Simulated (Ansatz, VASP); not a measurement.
One calculation of Sb, two programs

File INCAR:

```
SYSTEM = Sb
PREC     = Accurate       ! precision mode
ENCUT    = 600            ! plane-wave cutoff, eV
EDIFF    = 1E-7           ! SCF threshold, eV
ISMEAR   = -1             ! smearing method
SIGMA    = 0.1            ! smearing width, eV
LREAL    = .False.        ! projectors in reciprocal space
LASPH    = .True.         ! aspherical terms in the spheres
NELM     = 60             ! most SCF steps
ALGO     = Normal         ! electronic algorithm
ISIF     = 3              ! what is computed and relaxed
LWAVE    = .False.        ! write WAVECAR
LCHARG   = .False.        ! write CHGCAR
GGA      = RE             ! functional
IBRION   = 2              ! ionic algorithm
NSW      = 80             ! ionic steps
EDIFFG   = -0.01          ! ionic threshold
```

The input KPOINTS:

```
Automatic mesh
0
Gamma
  11 11 3
  0 0 0
```

POSCAR

```
Sb
1.0
    3.3749600568      0.0000000000      0.0000000000
   -1.6874800284      2.9228011460      0.0000000000
    0.0000000000      0.0000000000     11.0226195456
Sb
4
Direct
    0.0000000000      0.0000000000      0.0000000000
    0.0000000000      0.0000000000      0.5000000000
    0.3333333333      0.6666666667      0.2500000000
    0.6666666667      0.3333333333      0.7500000000
```

Input for Ansatz:

```yaml
crystal:
  lattice:
    - [3.3749600568, 0.0, 0.0]
    - [-1.6874800284, 2.922801146, 0.0]
    - [0.0, 0.0, 11.0226195456]
  atoms:
    - { symbol: Sb, position: [0.0, 0.0, 0.0] }
    - { symbol: Sb, position: [0.0, 0.0, 0.5] }
    - { symbol: Sb, position: [0.3333333333, 0.6666666667, 0.25] }
    - { symbol: Sb, position: [0.6666666667, 0.3333333333, 0.75] }
hamiltonian:
  xc: revpbe
  pseudopotentials:
    kind: paw
    azcp:
      Sb: "pseudopotentials/Sb.paw.azcp"
basis:
  ecutwfc: 420
  fft_grid_basis: typed
kpoints:
  mp_grid: { grid: [11, 11, 3], shift: [0, 0, 0] }
magnetization:
  spin_polarized: false
scf:
  occupations: { method: fermi_dirac, width: 0.1 }
relax:
  max_steps: 60
  f_tol: 0.01
  cell: {}
```

Alike in both runs: task relaxation of cell and atoms; functional revPBE; k mesh 11 × 11 × 3; occupations fermi-dirac, width 0.1 eV; no spin polarisation.

|  | VASP | Ansatz |
| --- | --- | --- |
| version | VASP 6.6.1 | Ansatz 0.2.0 |
| potentials or method | VASP PAW PBE potentials, release 64 (Sb), cutoff 600 eV | plane waves (420 eV) with PAW, scalar-relativistic |
| valence electrons in the cell | 20 | 60 |

|  | VASP | Ansatz | Ansatz less VASP |
| --- | --- | --- | --- |
| relaxed volume (Å³/atom) | 27.80 | 27.88 | +0.089 |
| relaxed cell length with the largest relative difference (Å) | 11.382 | 11.408 | +0.0257 |

VASP's potentials were made for PBE, not for revPBE. VASP's potentials hold 20 valence electrons a cell and Ansatz's 60, so a difference there can come from the potentials and not from the codes.

Neither program's run includes spin-orbit coupling.
